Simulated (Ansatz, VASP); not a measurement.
# One calculation of BAs, two programs

```
CELL_PARAMETERS angstrom
-2.06805 2.06805 1.93766
2.06805 -2.06805 1.93766
2.06805 2.06805 -1.93766
ATOMIC_POSITIONS crystal
B 0.50000 0.50000 0.00000
As 0.00000 0.00000 0.00000
```

Alike in both runs: task relaxation of cell and atoms; functional PBE; k mesh 7 × 7 × 7; occupations gaussian, width 0.2 eV; no spin polarisation.

|  | VASP | Ansatz |
| --- | --- | --- |
| version | VASP 6.6.1 | Ansatz 0.2.0 |
| potentials or method | VASP PAW PBE potentials, release 64 (B, As), cutoff 500 eV | scalar-relativistic, plane waves, PAW |
| valence electrons in the cell | 8 | 18 |

|  | VASP | Ansatz | Ansatz less VASP |
| --- | --- | --- | --- |
| gap on the k mesh at the Fermi level, each at its own relaxed structure (eV) | none | none | - |
| relaxed volume (Å³/atom) | 12.38 | 12.32 | -0.054 |
| relaxed cell length with the largest relative difference (Å) | 3.271 | 3.266 | -0.0046 |

A gap of «none» marks a metal or a gap that the smearing closes. VASP's potentials hold 8 valence electrons a cell and Ansatz's 18, so a difference there can come from the potentials and not from the codes.

Noted on VASP's run: the volume moved by over 15 % at a fixed basis, so the end points are rough.
